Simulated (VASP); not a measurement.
# Pt (Fm-3m) in VASP: notebook, part 2 of 4

VASP 6.6.1. Earlier steps stand in the parts before.

## 3. Electric field gradients, LDA (volume scaled by 0.98)

File INCAR:

```
PREC = Accurate ; ENCUT = 520
EDIFF = 1E-8 ; ISMEAR = -1
SIGMA = 0.05 ; LREAL = F
LASPH = T ; NELM = 60
ALGO = Normal ; ISIF = 2
LWAVE = F ; LCHARG = F
GGA = CA ; LEFG = T
NBANDS = 11
```

File KPOINTS:

```
Automatic mesh
0
Gamma
  16 16 16
```

File POSCAR:

```
Pt
1.0
    0.0000000000      1.9583427340      1.9583427340
    1.9583427340      0.0000000000      1.9583427340
    1.9583427340      1.9583427340      0.0000000000
Pt
1
Direct
    0.0000000000      0.0000000000      0.0000000000
```

Potentials or basis: VASP PAW LDA potentials, release 64 (Pt).

Run with:

```sh
cat potpaw_LDA.64/Pt/POTCAR > POTCAR
mpirun -np 1 vasp_std > vasp.out
```

OUTCAR:

```text
PREC = Accurate
   ENCUT = 520
   EDIFF = 1E-8
   ISMEAR = -1
   LREAL = F
   LASPH = T
   NELM = 60
   ISIF = 2
   GGA = CA

 ion  position               nearest neighbor table
   1  0.000  0.000  0.000-

  LATTYP: Found a face centered cubic cell.
 ALAT       =     3.9166854680

  Lattice vectors:

 A1 = (   0.0000000000,   1.9583427340,   1.9583427340)
 A2 = (   1.9583427340,   0.0000000000,   1.9583427340)
 A3 = (   1.9583427340,   1.9583427340,   0.0000000000)

Analysis of symmetry for initial positions (statically):
=====================================================================
 Subroutine PRICEL returns:
 Original cell was already a primitive cell.

 Routine SETGRP: Setting up the symmetry group for a
 face centered cubic supercell.

 Subroutine GETGRP returns: Found 48 space group operations
 (whereof 48 operations were pure point group operations)
 out of a pool of 48 trial point group operations.

The static configuration has the point symmetry O_h .

Analysis of symmetry for dynamics (positions and initial velocities):
=====================================================================
 Subroutine PRICEL returns:
 Original cell was already a primitive cell.

 Routine SETGRP: Setting up the symmetry group for a
 face centered cubic supercell.

 Subroutine GETGRP returns: Found 48 space group operations
 (whereof 48 operations were pure point group operations)
 out of a pool of 48 trial point group operations.

The dynamic configuration has the point symmetry O_h .

 Subroutine INISYM returns: Found 48 space group operations
 (whereof 48 operations are pure point group operations),
 and found     1 'primitive' translations
[... 150 lines left out ...]
      1       0.9264      2.00000
      2       7.3692      2.00000
      3       7.3692      2.00000
      4       7.3692      2.00000
      5       9.5766      2.00000
      6       9.5766      2.00000
      7      25.8286      0.00000
      8      30.7726      0.00000
      9      30.7726      0.00000
     10      30.7726      0.00000
     11      36.2413      0.00000
[... 309 lines left out ...]
 k-point    24 :      -0.0625    0.0625    0.0000
  band No.  band energies     occupation
      1       1.3428      2.00000
      2       7.1674      2.00000
      3       7.5203      2.00000
      4       7.5656      2.00000
      5       9.3806      2.00000
      6       9.6032      2.00000
      7      26.4683      0.00000
      8      29.2009      0.00000
      9      30.8513      0.00000
     10      31.6802      0.00000
     11      37.9305      0.00000

 [... further k-points ...]
[... 5 lines left out ...]
  --------------------------------------------------------------------------------------
  -------------------------------------------------------------------------------------
  Total       -0.4190583     -0.4190583     -0.4190583      0.0000000      0.0000000     -0.0000000
  in kB      -44.6980846    -44.6980846    -44.6980846      0.0000000      0.0000000     -0.0000000
  external PRESSURE =     -44.6980846 kB  Pullay stress =       0.0000000 kB

 VOLUME and BASIS-vectors are now :
 -----------------------------------------------------------------------------
  energy-cutoff  :      520.00
  volume of cell :       15.02
      direct lattice vectors                 reciprocal lattice vectors
     0.000000000  1.958342734  1.958342734    -0.255317923  0.255317923  0.255317923
     1.958342734  0.000000000  1.958342734     0.255317923 -0.255317923  0.255317923
     1.958342734  1.958342734  0.000000000     0.255317923  0.255317923 -0.255317923

 POSITION                                       TOTAL-FORCE (eV/Angst)
 -----------------------------------------------------------------------------------
      0.00000      0.00000      0.00000         0.000000      0.000000     -0.000000
 -----------------------------------------------------------------------------------
    total drift:                               -0.000000     -0.000000     -0.000000

  FREE ENERGIE OF THE ION-ELECTRON SYSTEM (eV)
  ---------------------------------------------------
  free  energy   TOTEN  =        -7.5092438029 eV

  energy  without entropy=       -7.4922972541  energy(sigma->0) =       -7.50077053

 Electric field gradients (V/A^2)
---------------------------------------------------------------------
 ion       V_xx      V_yy      V_zz      V_xy      V_xz      V_yz
---------------------------------------------------------------------
   1      -0.000     0.000    -0.000     0.000     0.000     0.000
---------------------------------------------------------------------

 Electric field gradients after diagonalization (V/A^2)
 (convention: |V_zz| > |V_xx| > |V_yy|)
----------------------------------------------------------------------
 ion       V_xx      V_yy      V_zz     asymmetry (V_yy - V_xx)/ V_zz
----------------------------------------------------------------------
   1      -0.000    -0.000     0.000       0.000
----------------------------------------------------------------------

           NMR quadrupolar parameters

 Cq : quadrupolar parameter    Cq=e*Q*V_zz/h
 eta: asymmetry parameters     (V_yy - V_xx)/ V_zz
 Q  : nuclear electric quadrupole moment in mb (millibarn)
----------------------------------------------------------------------
 ion       Cq(MHz)       eta       Q (mb)
----------------------------------------------------------------------
   1       0.000       0.000       1.000
----------------------------------------------------------------------
```

stdout:

```text
POSCAR found type information on POSCAR Pt
 POSCAR found :  1 types and       1 ions
 scaLAPACK will be used
 LDA part: xc-table for (Slater(with rela. corr.)+CA(PZ))
 , standard interpolation
 POSCAR, INCAR and KPOINTS ok, starting setup
 FFT: planning ... GRIDC
 FFT: planning ... GRID_SOFT
 FFT: planning ... GRID
 WAVECAR not read
 entering main loop
ion   1
```

Wall time 13 s (1 thread of Intel Xeon Platinum 8559C (Emerald Rapids), shared host); peak memory 0.14 GiB.

What came out:

```yaml
Free_energy: -7.5092 eV
Pressure: -4.5 GPa
Band_gap_on_the_k_mesh: zero (band 5 reaches 11.71 eV, above the bottom of band 6 at 9.47 eV)
```

Levels at points of the mesh, in eV from the Fermi level:
| k point | band 1 | band 2 | band 3 | band 4 | band 5 | band 6 | band 7 | band 8 | band 9 | band 10 |
| --- | --- | --- | --- | --- | --- | --- | --- | --- | --- | --- |
| (0.00, 0.00, 0.00) | -10.27 | -3.83 | -3.83 | -3.83 | -1.62 | -1.62 | 14.63 | 19.58 | 19.58 | 19.58 |
| (0.50, 0.00, 0.00) | -7.39 | -3.88 | -3.88 | -0.48 | 0.06 | 0.06 | 5.87 | 14.20 | 18.94 | 18.94 |
| (0.50, 0.50, 0.00) | -7.12 | -6.68 | 0.04 | 0.51 | 0.51 | 1.78 | 8.93 | 11.37 | 11.37 | 20.27 |

Caveat: the cell differs from its parent crystal (volume scaled by 0.98); without QUAD_EFG the Cq values of the log hold for a quadrupole moment of 1 mb, not for the nuclei; spin-orbit coupling is left out, which moves the levels of the heavy elements.

## 4. Electric field gradients, LDA

This run uses another cell than the first one, of 15.33 Å³/atom, 1.063 times its volume.

File INCAR:

```
  ALGO = Normal
  EDIFF = 1E-8
  ENCUT = 520
  ISIF = 2
  ISMEAR = -1
  LASPH = True
  LCHARG = False
  LEFG = True
  LREAL = False
  LWAVE = False
  NBANDS = 11
  NELM = 80
  PREC = Accurate
  SIGMA = 0.05
```

File KPOINTS:

```
k-points
0
Gamma
  16 16 16
```

File POSCAR:

```
Pt
1.0
    0.0000000000      1.9715751809      1.9715751809
    1.9715751809      0.0000000000      1.9715751809
    1.9715751809      1.9715751809      0.0000000000
Pt
1
Direct
    0.0000000000      0.0000000000      0.0000000000
```

Potentials or basis: VASP PAW LDA potentials, release 64 (Pt).

Run with:

```sh
cat potpaw_LDA.64/Pt/POTCAR > POTCAR
mpirun -np 1 vasp_std > vasp.out
```

OUTCAR:

```text
EDIFF = 1E-8
   ENCUT = 520
   ISIF = 2
   ISMEAR = -1
   LASPH = True
   LREAL = False
   NELM = 80
   PREC = Accurate

 ion  position               nearest neighbor table
   1  0.000  0.000  0.000-

  LATTYP: Found a face centered cubic cell.
 ALAT       =     3.9431503618

  Lattice vectors:

 A1 = (   0.0000000000,   1.9715751809,   1.9715751809)
 A2 = (   1.9715751809,   0.0000000000,   1.9715751809)
 A3 = (   1.9715751809,   1.9715751809,   0.0000000000)

Analysis of symmetry for initial positions (statically):
=====================================================================
 Subroutine PRICEL returns:
 Original cell was already a primitive cell.

 Routine SETGRP: Setting up the symmetry group for a
 face centered cubic supercell.

 Subroutine GETGRP returns: Found 48 space group operations
[... 516 lines left out ...]
  external PRESSURE =     -98.7464176 kB  Pullay stress =       0.0000000 kB

 VOLUME and BASIS-vectors are now :
 -----------------------------------------------------------------------------
  energy-cutoff  :      520.00
  volume of cell :       15.33
      direct lattice vectors                 reciprocal lattice vectors
     0.000000000  1.971575181  1.971575181    -0.253604329  0.253604329  0.253604329
     1.971575181  0.000000000  1.971575181     0.253604329 -0.253604329  0.253604329
     1.971575181  1.971575181  0.000000000     0.253604329  0.253604329 -0.253604329

 POSITION                                       TOTAL-FORCE (eV/Angst)
 -----------------------------------------------------------------------------------
      0.00000      0.00000      0.00000         0.000000      0.000000      0.000000
 -----------------------------------------------------------------------------------
    total drift:                               -0.000000      0.000000     -0.000000

  FREE ENERGIE OF THE ION-ELECTRON SYSTEM (eV)
  ---------------------------------------------------
  free  energy   TOTEN  =        -7.4956738913 eV

  energy  without entropy=       -7.4781814584  energy(sigma->0) =       -7.48692767

 Electric field gradients (V/A^2)
---------------------------------------------------------------------
 ion       V_xx      V_yy      V_zz      V_xy      V_xz      V_yz
---------------------------------------------------------------------
   1       0.000     0.000     0.000     0.000     0.000     0.000
---------------------------------------------------------------------

 Electric field gradients after diagonalization (V/A^2)
 (convention: |V_zz| > |V_xx| > |V_yy|)
----------------------------------------------------------------------
 ion       V_xx      V_yy      V_zz     asymmetry (V_yy - V_xx)/ V_zz
----------------------------------------------------------------------
   1      -0.000    -0.000     0.000       0.000
----------------------------------------------------------------------

           NMR quadrupolar parameters

 Cq : quadrupolar parameter    Cq=e*Q*V_zz/h
 eta: asymmetry parameters     (V_yy - V_xx)/ V_zz
 Q  : nuclear electric quadrupole moment in mb (millibarn)
----------------------------------------------------------------------
 ion       Cq(MHz)       eta       Q (mb)
----------------------------------------------------------------------
   1       0.000       0.000       1.000
----------------------------------------------------------------------
```

OSZICAR:

```text
N       E                     dE             d eps       ncg     rms          rms(c)
DAV:   1     0.385016747497E+02    0.38502E+02   -0.53523E+03  3230   0.847E+02
DAV:   2    -0.727872521192E+01   -0.45780E+02   -0.43818E+02  3681   0.176E+02
DAV:   3    -0.793717108567E+01   -0.65845E+00   -0.65567E+00  3729   0.200E+01
DAV:   4    -0.793976447541E+01   -0.25934E-02   -0.25932E-02  3652   0.149E+00
DAV:   5    -0.793978510545E+01   -0.20630E-04   -0.20630E-04  3786   0.124E-01    0.126E+01
DAV:   6    -0.754047126004E+01    0.39931E+00   -0.98156E-01  3439   0.766E+00    0.645E+00
DAV:   7    -0.750013935161E+01    0.40332E-01   -0.13234E-01  3691   0.272E+00    0.256E+00
DAV:   8    -0.749582578628E+01    0.43136E-02   -0.44445E-03  3481   0.637E-01    0.538E-01
DAV:   9    -0.749567066685E+01    0.15512E-03   -0.75377E-05  3559   0.843E-02    0.137E-02
DAV:  10    -0.749567384766E+01   -0.31808E-05   -0.18133E-06  3733   0.911E-03    0.192E-03
DAV:  11    -0.749567388815E+01   -0.40484E-07   -0.52026E-08  3785   0.202E-03    0.104E-03
DAV:  12    -0.749567389128E+01   -0.31320E-08   -0.15957E-09  2179   0.237E-04
   1 F= -.74956739E+01 E0= -.74869277E+01  d E =-.174924E-01
```

Run time: 12 s. Hardware: 1 thread of Intel Xeon Platinum 8559C (Emerald Rapids), shared host; peak memory 0.14 GiB.

Results:

```yaml
Free_energy: -7.4957 eV
Pressure: -9.9 GPa
Band_gap_on_the_k_mesh: zero (band 5 reaches 11.29 eV, above the bottom of band 6 at 9.14 eV)
```

Levels at points of the mesh, in eV from the Fermi level:
```
           k point  band 1  band 2  band 3  band 4  band 5  band 6  band 7  band 8  band 9  band 10
(0.00, 0.00, 0.00)  -10.04   -3.70   -3.70   -3.70   -1.57   -1.57   14.69   19.52   19.52    19.52
(0.50, 0.00, 0.00)   -7.17   -3.75   -3.75   -0.40    0.06    0.06    5.72   14.25   18.80    18.80
(0.50, 0.50, 0.00)   -6.90   -6.47    0.04    0.49    0.49    1.81    8.71   11.31   11.31    20.02
```

Caveat: without QUAD_EFG the Cq values of the log hold for a quadrupole moment of 1 mb, not for the nuclei; spin-orbit coupling is left out, which moves the levels of the heavy elements.

[end of part 2 of 4]
